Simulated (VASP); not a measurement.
Write the native input for VASP 6.6.1 that does the following.

```yaml
Task: single point
Functional: PBEsol
Potentials_or_basis: VASP PAW PBE potentials, release 64 (Ni)
Cutoff: 520 eV
k_mesh: 21 × 21 × 21
Occupations: fermi-dirac, width 0.08 eV
Spin: collinear spin, ferromagnetic start
Starting_moments: "[1.0] μB"
Dipole_correction: no
Further_INCAR_settings: ALGO = Normal; EDIFF = 1e-06; NBANDS = 15
```

The structure of Ni lies in POSCAR:

```
Ni
1.0
   -1.3781170589      1.3781170589      1.3781170589
    1.3781170589     -1.3781170589      1.3781170589
    1.3781170589      1.3781170589     -1.3781170589
Ni
1
Direct
    0.0000000000      0.0000000000      0.0000000000
```

This isn't the form of Ni at room conditions, which is fcc.

These files were run (other wordings do the same):

INCAR

```
SYSTEM = Ni
PREC = Accurate ; ENCUT = 520
EDIFF = 1E-6 ; ISMEAR = -1
SIGMA = 0.08 ; LREAL = .FALSE.
LASPH = .TRUE. ; NELM = 150
ALGO = Normal ; ISIF = 2
LWAVE = .FALSE. ; LCHARG = .TRUE.
ISPIN = 2 ; MAGMOM = 1
LORBIT = 11 ; LMAXMIX = 4
GGA = PS ; LELF = .TRUE.
LVHAR = .TRUE. ; NBANDS = 15
```

KPOINTS

```
regular mesh
0
G
  21 21 21
  0 0 0
```

Potentials or basis: VASP PAW PBE potentials, release 64 (Ni).

Command:

```bash
$ cat potpaw_PBE.64/Ni/POTCAR > POTCAR
$ mpirun -np 1 vasp_std > vasp.out
```

It gave:

```json
{
 "Pressure": "-0.1 GPa",
 "Net moment": "0.50 μB per cell",
 "Site moments": "Ni +0.50 μB",
 "Valence electrons inside the program's atomic spheres": "Ni 9.39"
}
```

Caveat: the PAW data sets were made with another functional, which shifts forces and pressure a little.

Run time: 35 s on 1 thread of Intel(R) Xeon(R) 6975P-C (Granite Rapids) (shared host), peak memory 0.18 GiB.
